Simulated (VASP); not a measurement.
Sn:

```
Sn
1.0
    -2.97733    2.97901    1.60309
     2.97901   -2.97733    1.60309
     2.97707    2.97707   -1.60002
Sn
2
Direct
  0.00002 0.99998 0.00000
  0.74998 0.25002 0.50000
```

Program: VASP 6.6.1. Alike in all runs: task single point; level PBE; potentials or basis VASP PAW PBE potentials, release 64 (Sn_d); no spin polarisation; cell as given; cutoff (eV) 520.

**Question.** Order these runs on this cell by their pressure, lowest first.
A. k mesh 12 × 12 × 8; smearing fermi-dirac 0.1 eV
B. k mesh 11 × 11 × 8; smearing fermi-dirac 1 eV
C. k mesh 11 × 11 × 8; smearing fermi-dirac 0.6 eV

**Answer.** A (-0.1 GPa), C (2.0 GPa), B (5.0 GPa).

Caveats: so wide a smearing shifts energies and pressures (at least some runs); the cell stands under pressure (at least some runs).
